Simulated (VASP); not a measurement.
A run of VASP 6.6.1 is set up as follows.

File INCAR:

```
SYSTEM = CaPtCl6
PREC = Accurate
ENCUT = 600
EDIFF = 1E-6
ISMEAR = -1
SIGMA = 0.03
LREAL = .FALSE.
LASPH = .TRUE.
NELM = 60
ALGO = Normal
ISIF = 3
LWAVE = .FALSE.
LCHARG = .FALSE.
GGA = PS
IBRION = 2
NSW = 100
EDIFFG = -0.01
```

KPOINTS

```
Automatic mesh
0
G
  4 4 4
  0 0 0
```

File POSCAR:

```
CaPtCl6
1.0
    0.0000000000      4.7697404700      4.7697404700
    4.7697404700      0.0000000000      4.7697404700
    4.7697404700      4.7697404700      0.0000000000
Ca Pt Cl
1 1 6
Direct
    0.5000000000      0.5000000000      0.5000000000
    0.0000000000      0.0000000000      0.0000000000
    0.7476230800      0.2523769200      0.2523769200
    0.2523769200      0.7476230800      0.7476230800
    0.2523769200      0.7476230800      0.2523769200
    0.7476230800      0.2523769200      0.7476230800
    0.2523769200      0.2523769200      0.7476230800
    0.7476230800      0.7476230800      0.2523769200
```

Potentials or basis: VASP PAW PBE potentials, release 64 (Ca_sv, Pt, Cl).

Launch:

```sh
$ cat potpaw_PBE.64/Ca_sv/POTCAR potpaw_PBE.64/Pt/POTCAR potpaw_PBE.64/Cl/POTCAR > POTCAR
$ mpirun -np 1 vasp_std > vasp.out
```

Q: Estimate the band gap on the k mesh.

A: 1.21 eV.

Q: What does it give for the space group after relaxing (to 0.1 Å)?

A: Fm-3m (No. 225).

Q: Estimate the relaxed cell.

A: a = 7.068 Å, b = 7.068 Å, c = 7.068 Å, α = 60.00°, β = 60.00°, γ = 60.00°.

Q: Predict the relaxed volume.

A: 31.21 Å³/atom.

Step by step:
| step | energy change (eV) | largest force (eV/Å) | pressure (GPa) | volume (Å³) |
| --- | --- | --- | --- | --- |
| 1 | 0.0000 | 3.4286 | 4.03 | 217.03 |
| 2 | -2.1185 | 0.4554 | 0.78 | 239.19 |
| 3 | -2.1839 | 0.1402 | 0.89 | 244.72 |
| 4 | -2.1901 | 0.1800 | -0.52 | 251.38 |
| 5 | -2.1958 | 0.0532 | 0.04 | 248.61 |
| 6 | -2.1965 | 0.0277 | 0.02 | 249.12 |
| 7 | -2.1967 | 0.0001 | 0.00 | 249.67 |

Caveat: the volume moved by over 15 % at a fixed basis, so the end points are rough; the PAW data sets were made with another functional, which shifts forces and pressure a little; spin-orbit coupling is left out, which moves the levels of the heavy elements. A k mesh can miss the band edges.
